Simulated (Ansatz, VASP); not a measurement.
**One calculation of V, two programs**

```xyz
1
Lattice="0.0000 1.8950 1.8950 1.8950 0.0000 1.8950 1.8950 1.8950 0.0000" Properties=species:S:1:pos:R:3 pbc="T T T"
V     0.0000    0.0000    0.0000
```

Alike in both runs: task single point; functional r2SCAN; k mesh 12 × 12 × 12; occupations methfessel-paxton of order 1, width 0.15 eV; collinear spin.

|  | VASP | Ansatz |
| --- | --- | --- |
| version | VASP 6.6.1 | Ansatz 0.2.0 |
| potentials or method | VASP PAW PBE potentials, release 64 (V_sv) | plane waves, PAW |
| plane-wave cutoff (eV) | 520 | 500 |
| valence electrons in the cell | 13 | 13 |

```tsv
	VASP	Ansatz	Ansatz less VASP
gap on the k mesh at the Fermi level (eV)	none	none	-
net moment per atom (μB)	0.00	0.00	0.000
```

VASP's potentials were made for PBE, not for r2SCAN. A gap of «none» marks a metal or a gap that the smearing closes. Ansatz's warnings: seeded moment not kept, stability check not made.
